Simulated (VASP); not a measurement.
# MoS in VASP: a series of runs

MoS is run at these levels: PBE, LDA; tasks: single point.

Program: VASP 6.6.1. These are calculated values, not measurements. Logs are shortened: lines on timing, memory, paths and dates and some standing lists are left out, and cuts for length are marked.

### Step 1. The cell of the first run

The cell holds a slab with vacuum, 4 atoms: a = 3.184 Å, b = 3.184 Å, c = 32.335 Å, α = 90.00°, β = 90.00°, γ = 120.00°.

### Step 2. Single point, PBE

File INCAR:

```
SYSTEM = MoS
  ALGO = Normal
  EDIFF = 1E-7
  ENCUT = 520
  GGA = PE
  ISIF = 2
  ISMEAR = -1
  LASPH = .True.
  LCHARG = .False.
  LREAL = .False.
  LWAVE = .False.
  NBANDS = 28
  NELM = 100
  PREC = Accurate
  SIGMA = 0.05
```

File KPOINTS:

```
k-points
0
Gamma
  10 10 1
  0 0 0
```

File POSCAR:

```
MoS
1.0
    3.1841260822      0.0000000000      0.0000000000
   -1.5920630411      2.7575340760      0.0000000000
    0.0000000000      0.0000000000     32.3345999500
Mo S
2 2
Direct
    0.0000000000      0.0000000000      0.2319496766
    0.0000000000      0.0000000000      0.7680503234
    0.3333333300      0.6666666600      0.2799269210
    0.3333333300      0.6666666600      0.7200730790
```

Potentials or basis: VASP PAW PBE potentials, release 64 (Mo_sv, S).

On the command line:

```console
$ cat potpaw_PBE.64/Mo_sv/POTCAR potpaw_PBE.64/S/POTCAR > POTCAR
$ mpirun -np 1 vasp_std > vasp.out
```

OUTCAR:

```text
SYSTEM = MoS
   EDIFF = 1E-7
   ENCUT = 520
   GGA = PE
   ISIF = 2
   ISMEAR = -1
   LASPH = .True.
   LREAL = .False.
   NELM = 100
   PREC = Accurate

 ion  position               nearest neighbor table
   1  0.000  0.000  0.232-   3 2.41   3 2.41   3 2.41
   2  0.000  0.000  0.768-   4 2.41   4 2.41   4 2.41
   3  0.333  0.667  0.280-   1 2.41   1 2.41   1 2.41
   4  0.333  0.667  0.720-   2 2.41   2 2.41   2 2.41

  LATTYP: Found a hexagonal cell.
 ALAT       =     3.1841260822
 C/A-ratio  =    10.1549370582

  Lattice vectors:

 A1 = (   3.1841260822,   0.0000000000,   0.0000000000)
 A2 = (  -1.5920630411,   2.7575340760,   0.0000000000)
 A3 = (   0.0000000000,   0.0000000000,  32.3345999500)

Analysis of symmetry for initial positions (statically):
=====================================================================
 Subroutine PRICEL returns:
 Original cell was already a primitive cell.

 Routine SETGRP: Setting up the symmetry group for a
 hexagonal supercell.

 Subroutine GETGRP returns: Found 12 space group operations
 (whereof 12 operations were pure point group operations)
 out of a pool of 24 trial point group operations.

The static configuration has the point symmetry D_3h.

Analysis of symmetry for dynamics (positions and initial velocities):
=====================================================================
 Subroutine PRICEL returns:
 Original cell was already a primitive cell.

 Routine SETGRP: Setting up the symmetry group for a
 hexagonal supercell.

 Subroutine GETGRP returns: Found 12 space group operations
 (whereof 12 operations were pure point group operations)
 out of a pool of 24 trial point group operations.

The dynamic configuration has the point symmetry D_3h.

 Subroutine INISYM returns: Found 12 space group operations
 (whereof 12 operations are pure point group operations),
 and found     1 'primitive' translations

----------------------------------------------------------------------------------------

                                     Primitive cell

  volume of cell :     283.9087

  direct lattice vectors                    reciprocal lattice vectors
     3.184126082  0.000000000  0.000000000     0.314057915  0.181321422  0.000000000
    -1.592063041  2.757534076  0.000000000     0.000000000  0.362642844  0.000000000
     0.000000000  0.000000000 32.334599950     0.000000000  0.000000000  0.030926624

  length of vectors
     3.184126082  3.184126082 32.334599950     0.362642844  0.362642844  0.030926624

  position of ions in fractional coordinates (direct lattice)
     0.000000000  0.000000000  0.231949677
     0.000000000  0.000000000  0.768050323
     0.333333330  0.666666660  0.279926921
     0.333333330  0.666666660  0.720073079

  ion indices of the primitive-cell ions
   primitive index   ion index
                 1           1
                 2           2
                 3           3
                 4           4

----------------------------------------------------------------------------------------

 KPOINTS: k-points

Automatic generation of k-mesh.
 Grid dimensions read from file:
 generate k-points for:   10   10    1

 Generating k-lattice:

  Cartesian coordinates                     Fractional coordinates (reciprocal lattice)
     0.031405792  0.018132142  0.000000000     0.100000000  0.000000000  0.000000000
     0.000000000  0.036264284  0.000000000     0.000000000  0.100000000  0.000000000
     0.000000000  0.000000000  0.030926624     0.000000000  0.000000000  1.000000000

  Length of vectors
     0.036264284  0.036264284  0.030926624

  Shift w.r.t. Gamma in fractional coordinates (k-lattice)
     0.000000000  0.000000000  0.000000000

 Subroutine IBZKPT returns following result:
 ===========================================

 Found     14 irreducible k-points:

 Following reciprocal coordinates:
            Coordinates               Weight
  0.000000  0.000000  0.000000      1.000000
  0.100000 -0.000000  0.000000      6.000000
  0.200000 -0.000000  0.000000      6.000000
  0.300000 -0.000000  0.000000      6.000000
  0.400000 -0.000000  0.000000      6.000000
  0.500000  0.000000  0.000000      3.000000
  0.100000  0.100000  0.000000      6.000000
  0.200000  0.100000  0.000000     12.000000
  0.300000  0.100000  0.000000     12.000000
  0.400000  0.100000  0.000000     12.000000
  0.200000  0.200000  0.000000      6.000000
  0.300000  0.200000  0.000000     12.000000
  0.400000  0.200000  0.000000      6.000000
  0.300000  0.300000  0.000000      6.000000
   k-points           NKPTS =     14   k-points in BZ     NKDIM =     14   number of bands    NBANDS=     28
   number of dos      NEDOS =    301   number of ions     NIONS =      4
   total plane-waves  NPLWV = 138240
   dimension x,y,z NGX =    24 NGY =   24 NGZ =  240
   dimension x,y,z NGXF=    48 NGYF=   48 NGZF=  480
   ions per type =               2   2
   NGX,Y,Z   is equivalent  to a cutoff of  12.53, 12.53, 12.34 a.u.
   NGXF,Y,Z  is equivalent  to a cutoff of  25.06, 25.06, 24.68 a.u.
 SYSTEM =  MoS
   PREC   = accura    normal or accurate (medium, high low for compatibility)
   ISTART =      0    job   : 0-new  1-cont  2-samecut
   ICHARG =      2    charge: 1-file 2-atom 10-const
   ISPIN  =      1    spin polarized calculation?
   LNONCOLLINEAR =      F non collinear calculations
   LSORBIT =      F    spin-orbit coupling
   LASPH  =      T    aspherical Exc in radial PAW
   ENCUT  =  520.0 eV  38.22 Ry    6.18 a.u.   5.92  5.92 60.12*2*pi/ulx,y,z
   NELM   =    100;   NELMIN=  2; NELMDL= -5     # of ELM steps
   EDIFF  = 0.1E-06   stopping-criterion for ELM
   LREAL  =      F    real-space projection
   EDIFFG = 0.1E-05   stopping-criterion for IOM
   NSW    =      0    number of steps for IOM
   IBRION =     -1    ionic relax: 0-MD 1-quasi-New 2-CG
   NFREE  =      0    steps in history (QN), initial steepest desc. (CG)
   ISIF   =      2    stress and relaxation
   ISYM   =      2    0-nonsym 1-usesym 2-fastsym
   POTIM  = 0.5000    time-step for ionic-motion
   TEBEG  =    0.0;   TEEND  =   0.0 temperature during run
   PSTRESS=    0.0 pullay stress
   NELECT =      40.0000    total number of electrons
   NUPDOWN=      -1.0000    fix difference up-down
   EMIN   =  10.00;   EMAX   =-10.00  energy-range for DOS
   EFERMI =   0.00;   METHOD = LEGACY
   ISMEAR =    -1;   SIGMA  =   0.05  broadening in eV -4-tet -1-fermi 0-gaus
   EFERMI_NEDOS =   21; number of points for ismear=-14 and -15
   IALGO  =     38    algorithm
   IMIX   =      4    mixing-type and parameters
     AMIX     =   0.40;   BMIX     =  1.00
     AMIX_MAG =   1.60;   BMIX_MAG =  1.00
  volume/ion in A,a.u.               =      70.98       478.98
  Fermi-wavevector in a.u.,A,eV,Ry     =   0.851861  1.609783  9.873296  0.725667
  Thomas-Fermi vector in A             =   1.968059
   LORBIT       =      0    0 simple, 1 ext, 2 COOP (PROOUT), +10 PAW based schemes
   GGA     = PE    functional components
   LHFCALC =     F    Hartree Fock is set to
   AEXX    =    0.0000 exact exchange contribution
   IVDW    =     0    specifies the selected vdW correction
   LEPSILON=     F    determine dielectric tensor
   LRPA    =     F    only Hartree local field effects (RPA)
 non-spin polarized calculation
  energy-cutoff  :      520.00
  volume of cell :      283.91
 maximum number of plane-waves:      7680
 NGX is ok and might be reduce to    24
   NGX = 11   NGY = 11   NGZ =121

 number of electron      39.9999999 magnetization

 Free energy of the ion-electron system (eV)
  ---------------------------------------------------
  ext. energy  EPLUGINS =         0.00000000
  ---------------------------------------------------
  free energy    TOTEN  =       -28.94714267 eV

  energy without entropy =      -28.93103034  energy(sigma->0) =      -28.93908650

 E-fermi :  -1.4634     XC(G=0):  -3.8253

 val. band max:       -1.7090526782   @ k =   0.4000   0.1000   0.0000
 cond. band min:      -1.4305424908   @ k =   0.1000   0.1000   0.0000
 fundamental gap:      0.2785101874
 Fermi energy:        -1.4633917654

 k-point     1 :       0.0000    0.0000    0.0000
  band No.  band energies     occupation
      1     -62.5727      2.00000
      2     -62.5727      2.00000
      3     -36.7025      2.00000
      4     -36.7025      2.00000
      5     -36.4516      2.00000
      6     -36.4516      2.00000
[... 20 lines left out ...]
     27       1.3034      0.00000
     28       1.3034      0.00000

 k-point     2 :       0.1000   -0.0000    0.0000
  band No.  band energies     occupation
      1     -62.5694      2.00000
      2     -62.5694      2.00000
      3     -36.6973      2.00000
      4     -36.6973      2.00000
      5     -36.4837      2.00000
      6     -36.4837      2.00000
[... 20 lines left out ...]
     27       1.3861      0.00000
     28       1.3861      0.00000

 k-point     3 :       0.2000   -0.0000    0.0000
  band No.  band energies     occupation
      1     -62.5608      2.00000
      2     -62.5608      2.00000
      3     -36.6841      2.00000
      4     -36.6841      2.00000
      5     -36.5668      2.00000
      6     -36.5668      2.00000
[... 20 lines left out ...]
     27       1.5117      0.00000
     28       1.5117      0.00000

 k-point     4 :       0.3000   -0.0000    0.0000
  band No.  band energies     occupation
      1     -62.5501      2.00000
      2     -62.5501      2.00000
      3     -36.6808      2.00000
      4     -36.6808      2.00000
      5     -36.6548      2.00000
      6     -36.6548      2.00000
[... 20 lines left out ...]
     27       2.1487      0.00000
     28       2.1498      0.00000

 k-point     5 :       0.4000   -0.0000    0.0000
  band No.  band energies     occupation
      1     -62.5415      2.00000
      2     -62.5415      2.00000
      3     -36.7533      2.00000
      4     -36.7533      2.00000
      5     -36.6498      2.00000
      6     -36.6498      2.00000
[... 20 lines left out ...]
     27       3.1708      0.00000
     28       3.1714      0.00000

 k-point     6 :       0.5000    0.0000    0.0000
  band No.  band energies     occupation
      1     -62.5382      2.00000
      2     -62.5382      2.00000
      3     -36.7838      2.00000
      4     -36.7838      2.00000
      5     -36.6449      2.00000
      6     -36.6449      2.00000
[... 20 lines left out ...]
     27       3.9744      0.00000
     28       3.9749      0.00000

 k-point     7 :       0.1000    0.1000    0.0000
  band No.  band energies     occupation
      1     -62.5635      2.00000
      2     -62.5635      2.00000
      3     -36.6881      2.00000
      4     -36.6881      2.00000
      5     -36.5390      2.00000
      6     -36.5390      2.00000
[... 20 lines left out ...]
     27       1.6015      0.00000
     28       1.6022      0.00000

 k-point     8 :       0.2000    0.1000    0.0000
  band No.  band energies     occupation
      1     -62.5538      2.00000
      2     -62.5538      2.00000
      3     -36.6748      2.00000
      4     -36.6748      2.00000
      5     -36.6238      2.00000
      6     -36.6238      2.00000
[... 20 lines left out ...]
     27       2.0724      0.00000
     28       2.0737      0.00000

 k-point     9 :       0.3000    0.1000    0.0000
  band No.  band energies     occupation
      1     -62.5442      2.00000
      2     -62.5442      2.00000
      3     -36.7156      2.00000
      4     -36.7156      2.00000
      5     -36.6531      2.00000
      6     -36.6531      2.00000
[... 20 lines left out ...]
     27       2.8837      0.00000
     28       2.8848      0.00000

 k-point    10 :       0.4000    0.1000    0.0000
  band No.  band energies     occupation
      1     -62.5382      2.00000
      2     -62.5382      2.00000
      3     -36.7667      2.00000
      4     -36.7667      2.00000
      5     -36.6448      2.00000
      6     -36.6448      2.00000
[... 20 lines left out ...]
     27       3.7600      0.00000
     28       3.7603      0.00000

 k-point    11 :       0.2000    0.2000    0.0000
  band No.  band energies     occupation
      1     -62.5452      2.00000
      2     -62.5452      2.00000
      3     -36.6918      2.00000
      4     -36.6918      2.00000
      5     -36.6529      2.00000
      6     -36.6529      2.00000
[... 20 lines left out ...]
     27       2.8538      0.00000
     28       2.8553      0.00000

 k-point    12 :       0.3000    0.2000    0.0000
  band No.  band energies     occupation
      1     -62.5382      2.00000
      2     -62.5382      2.00000
      3     -36.7307      2.00000
      4     -36.7307      2.00000
      5     -36.6445      2.00000
      6     -36.6445      2.00000
[... 20 lines left out ...]
     27       3.6767      0.00000
     28       3.6773      0.00000

 k-point    13 :       0.4000    0.2000    0.0000
  band No.  band energies     occupation
      1     -62.5355      2.00000
      2     -62.5355      2.00000
      3     -36.7448      2.00000
      4     -36.7448      2.00000
      5     -36.6407      2.00000
      6     -36.6407      2.00000
[... 20 lines left out ...]
     27       4.0642      0.00000
     28       4.0643      0.00000

 k-point    14 :       0.3000    0.3000    0.0000
  band No.  band energies     occupation
      1     -62.5345      2.00000
      2     -62.5345      2.00000
      3     -36.7133      2.00000
      4     -36.7133      2.00000
      5     -36.6468      2.00000
      6     -36.6468      2.00000
[... 20 lines left out ...]
     27       4.1852      0.00000
     28       4.1853      0.00000

------------------------ aborting loop because EDIFF is reached ----------------------------------------

  FORCE on cell =-STRESS in cart. coord.  units (eV):
  Direction    XX          YY          ZZ          XY          YZ          ZX
  --------------------------------------------------------------------------------------
  -------------------------------------------------------------------------------------
  Total       -8.7573312     -8.7573312     -2.7092231     -0.0000000     -0.0000000      0.0000000
  in kB      -49.4201116    -49.4201116    -15.2889168     -0.0000000     -0.0000000      0.0000000
  external PRESSURE =     -38.0430467 kB  Pullay stress =       0.0000000 kB

 VOLUME and BASIS-vectors are now :
 -----------------------------------------------------------------------------
  energy-cutoff  :      520.00
  volume of cell :      283.91
      direct lattice vectors                 reciprocal lattice vectors
     3.184126082  0.000000000  0.000000000     0.314057915  0.181321422  0.000000000
    -1.592063041  2.757534076  0.000000000     0.000000000  0.362642844  0.000000000
     0.000000000  0.000000000 32.334599950     0.000000000  0.000000000  0.030926624

 POSITION                                       TOTAL-FORCE (eV/Angst)
 -----------------------------------------------------------------------------------
      0.00000      0.00000      7.50000         0.000000      0.000000      0.864131
      0.00000      0.00000     24.83460         0.000000      0.000000     -0.864131
      0.00000      1.83836      9.05133        -0.000000     -0.000000     -0.863685
      0.00000      1.83836     23.28327         0.000000      0.000000      0.863685
 -----------------------------------------------------------------------------------
    total drift:                               -0.000000      0.000018     -0.000000

  FREE ENERGIE OF THE ION-ELECTRON SYSTEM (eV)
  ---------------------------------------------------
  free  energy   TOTEN  =       -28.9471426654 eV

  energy  without entropy=      -28.9310303390  energy(sigma->0) =      -28.93908650
```

Wall time 98 s (1 thread of Intel Xeon Platinum 8488C (Sapphire Rapids), shared host); peak memory 0.4 GiB.

Results:

```
Free energy            : -28.9471 eV
Largest force          : 0.864 eV/Å
Band gap on the k mesh : zero (band 20 reaches -1.36 eV, above the bottom of band 21 at -1.43 eV)
```

Forces in eV/Å, atoms in the order of the input:
```
Mo   0.000  0.000  0.864
Mo   0.000  0.000 -0.864
S    0.000  0.000 -0.864
S    0.000  0.000  0.864
```

Levels at points of the mesh, in eV from the Fermi level:
```csv
k point,band 16,band 17,band 18,band 19,band 20,band 21,band 22,band 23,band 24,band 25
"(0.00, 0.00, 0.00)",-2.42,-0.60,-0.60,-0.39,-0.39,0.12,0.12,0.12,0.12,2.77
"(0.50, 0.00, 0.00)",-2.83,-1.44,-1.44,0.10,0.10,1.32,1.32,2.00,2.00,2.69
```

### Step 3. Single point, PBE

File INCAR:

```
PREC = Accurate
ENCUT = 520
EDIFF = 1E-6
ISMEAR = -1
SIGMA = 0.05
LREAL = F
LASPH = T
NELM = 100
ALGO = Normal
ISIF = 2
LWAVE = F
LCHARG = F
GGA = PE
NBANDS = 28
```

File KPOINTS:

```
Automatic mesh
0
Gamma
  10 10 1
```

POSCAR is that of step 2.

Potentials or basis: VASP PAW PBE potentials, release 64 (Mo_sv, S).

On the command line:

```console
$ cat potpaw_PBE.64/Mo_sv/POTCAR potpaw_PBE.64/S/POTCAR > POTCAR
$ mpirun -np 1 vasp_std > vasp.out
```

Wall time 92 s (1 thread of Intel Xeon Platinum 8488C (Sapphire Rapids), shared host); peak memory 0.4 GiB.

It converged, with:

| Quantity | Value |
| --- | --- |
| Free energy | -28.9471 eV |
| Largest force | 0.864 eV/Å |
| Band gap on the k mesh | zero (band 20 reaches -1.36 eV, above the bottom of band 21 at -1.43 eV) |

Forces on the atoms (eV/Å):
```
Mo   0.000  0.000  0.864
Mo   0.000  0.000 -0.864
S    0.000  0.000 -0.864
S    0.000  0.000  0.864
```

Levels at points of the mesh, in eV from the Fermi level:
| k point | band 17 | band 18 | band 19 | band 20 | band 21 | band 22 | band 23 | band 24 |
| --- | --- | --- | --- | --- | --- | --- | --- | --- |
| (0.00, 0.00, 0.00) | -0.60 | -0.60 | -0.39 | -0.39 | 0.12 | 0.12 | 0.12 | 0.12 |
| (0.50, 0.00, 0.00) | -1.44 | -1.44 | 0.10 | 0.10 | 1.32 | 1.32 | 2.00 | 2.00 |

### Step 4. Single point, LDA

File INCAR:

```
SYSTEM = MoS
PREC = Accurate
ENCUT = 520
EDIFF = 1E-6
ISMEAR = -1
SIGMA = 0.05
LREAL = .False.
LASPH = .True.
NELM = 80
ALGO = Normal
ISIF = 2
LWAVE = .False.
LCHARG = .False.
GGA = CA
NBANDS = 28
```

File KPOINTS:

```
regular mesh
0
Gamma
  10 10 1
  0 0 0
```

POSCAR is that of step 3.

Potentials or basis: VASP PAW LDA potentials, release 64 (Mo_sv, S).

On the command line:

```console
$ cat potpaw_LDA.64/Mo_sv/POTCAR potpaw_LDA.64/S/POTCAR > POTCAR
$ mpirun -np 1 vasp_std > vasp.out
```

Wall time 83 s (1 thread of Intel Xeon Platinum 8488C (Sapphire Rapids), shared host); peak memory 0.33 GiB.

The run converged. Its results:

| Item | Value |
| --- | --- |
| Free energy | -31.9071 eV |
| Largest force | 1.450 eV/Å |
| Band gap on the k mesh | zero (band 20 reaches -1.57 eV, above the bottom of band 21 at -1.68 eV) |

Forces in eV/Å, atoms in the order of the input:
```
Mo   0.000  0.000  1.450
Mo   0.000  0.000 -1.450
S    0.000  0.000 -1.450
S    0.000  0.000  1.450
```

Levels at points of the mesh, in eV from the Fermi level:
```tsv
k point	band 16	band 17	band 18	band 19	band 20	band 21	band 22	band 23	band 24	band 25
(0.00, 0.00, 0.00)	-2.41	-0.62	-0.62	-0.37	-0.37	0.13	0.13	0.13	0.13	2.79
(0.50, 0.00, 0.00)	-2.81	-1.43	-1.43	0.13	0.13	1.29	1.29	2.00	2.00	2.71
```
